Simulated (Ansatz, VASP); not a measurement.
# CoPtO2 in VASP and in Ansatz

```
CELL_PARAMETERS angstrom
1.41227 0.81537 5.93939
-1.41227 0.81537 5.93939
0.00000 -1.63075 5.93939
ATOMIC_POSITIONS crystal
Pt 0.00000 0.00000 0.00000
Co 0.50000 0.50000 0.50000
O 0.11224 0.11224 0.11224
O 0.88776 0.88776 0.88776
```

Alike in both runs: task single point; functional PBE; k mesh 11 × 11 × 11; occupations fermi-dirac, width 0.05 eV; collinear spin.

|  | VASP | Ansatz |
| --- | --- | --- |
| version | VASP 6.6.1 | Ansatz 0.2.0 |
| potentials or method | VASP PAW PBE potentials, release 64 (Pt, Co, O) | Ansatz PAW |
| plane-wave cutoff (eV) | 520 | 420 |
| valence electrons in the cell | 31 | 47 |

Ansatz gave:

| Item | Value |
| --- | --- |
| gap on the k mesh at the Fermi level (eV) | none |
| pressure (GPa) | 5.9 |
| traceless stress, the component that is largest in VASP (GPa) | -0.81 |
| rms of the force components (eV/Å) | 0.039 |
| net moment per atom (μB) | 0.00 |

Problem. Estimate VASP's values.

Solution. gap on the k mesh at the Fermi level (eV): none; pressure (GPa): 6.0; traceless stress, the component that is largest in VASP (GPa): -0.39; rms of the force components (eV/Å): 0.045; net moment per atom (μB): 0.00.

Atom by atom the forces differ by 0.005 eV/Å (rms over components). A gap of «none» marks a metal or a gap that the smearing closes. With one functional, cell and mesh, what is left measures potentials, basis and numerics. VASP's potentials hold 31 valence electrons a cell and Ansatz's 47, so a difference there can come from the potentials and not from the codes.

Spin-orbit coupling is off throughout.
